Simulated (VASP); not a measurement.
## CoO: relaxation of cell and atoms with PBE+U

CoO:

```
Co O
1.0
     2.66025    0.00000    0.00000
     0.00000    2.66025    0.00000
     0.00000    0.00000    2.66025
Co O
1 1
Direct
  0.00000 0.00000 0.00000
  0.50000 0.50000 0.50000
```

```yaml
Program: VASP 6.6.1
Task: relaxation of cell and atoms
Functional: PBE
Potentials_or_basis: VASP PAW PBE potentials, release 64 (Co, O)
Cutoff: 600 eV
k_mesh: 10 × 10 × 10
Occupations: gaussian, width 0.02 eV
Spin: collinear spin, ferromagnetic start
Starting_moments: "[2.88, 0.32] μB"
Hubbard_terms: Co d U = 3.32 eV
Dipole_correction: no
Further_INCAR_settings: ALGO = Normal; EDIFF = 1e-06; IBRION = 2; EDIFFG = -0.01; NSW = 100; ISIF = 3
```

```yaml
Relaxed_volume: 9.20 Å³/atom
Relaxed_cell: a = 2.640 Å, b = 2.640 Å, c = 2.640 Å, α = 90.00°, β = 90.00°, γ = 90.00°
Space_group_after_relaxing_to_0.1_Å: Pm-3m (No. 221)
Energy_gained_by_relaxing: 2.6 meV/atom
Ionic_steps: 3
Pressure_after_relaxing: 0.0 GPa
Band_gap_on_the_k_mesh: 1.18 eV (least direct gap 1.65 eV)
Net_moment: 3.00 μB per cell
Site_moments: Co +2.69; O +0.27 μB
Valence_electrons_inside_the_program's_atomic_spheres: Co 7.73; O 4.96
```

The path:
```csv
step,energy change (eV),largest force (eV/Å),pressure (GPa),volume (Å³)
1,0.0000,0.0000,-3.87,18.83
2,-0.0039,0.0000,2.08,18.21
3,-0.0051,0.0000,-0.04,18.41
```

Final structure:
```yaml
crystal:
  lattice:
    - [2.64045, 0.00000, 0.00000]
    - [0.00000, 2.64045, 0.00000]
    - [0.00000, 0.00000, 2.64045]
  atoms:
    - { symbol: Co, position: [0.00000, 0.00000, 0.00000] }
    - { symbol: O, position: [0.50000, 0.50000, 0.50000] }
```

Levels at points of the mesh, in eV from the valence-band top:
Spin up:
```tsv
k point	band 5	band 6	band 7	band 8	band 9	band 10	band 11	band 12	band 13
(0.00, 0.00, 0.00)	-4.16	-4.16	-1.60	-1.60	-1.60	1.18	15.07	15.07	20.07
(0.50, 0.00, 0.00)	-4.68	-4.10	-2.24	0.00	0.00	6.62	8.51	17.04	17.86
(0.50, 0.50, 0.00)	-4.64	-4.57	-4.46	-2.51	-0.66	5.68	11.66	11.66	16.28
(0.50, 0.50, 0.50)	-2.47	-2.47	-0.71	-0.71	-0.71	7.24	7.24	7.24	14.46
```
Spin down:
```csv
k point,band 2,band 3,band 4,band 5,band 6,band 7,band 8,band 9,band 10,band 11
"(0.00, 0.00, 0.00)",-3.63,-3.63,-1.09,-1.09,-1.09,1.89,2.52,2.52,2.52,15.48
"(0.50, 0.00, 0.00)",-7.27,-3.30,-1.58,-1.58,-0.73,2.62,3.40,3.40,7.12,9.37
"(0.50, 0.50, 0.00)",-4.68,-4.68,-3.12,-0.84,-0.14,1.51,1.81,1.81,6.72,12.23
"(0.50, 0.50, 0.50)",-4.70,-4.70,-4.70,-0.80,-0.80,3.73,3.73,3.73,7.69,7.70
```

Eigenvalues of the final occupation matrices:
```
    site  spin  trace               eigenvalues
site 1 d     1   4.90  0.96 0.96 0.99 0.99 0.99
site 1 d     2   2.23  0.11 0.11 0.11 0.95 0.95
```

Wall time 39 s on 1 thread of AMD EPYC 9R45 96-Core Processor (Zen 5) (shared host), peak memory 0.14 GiB.

Caveat: a cell with one magnetic atom can't hold antiferromagnetic order, which such compounds often take. The state reached can hang on the start; a lower one may exist.
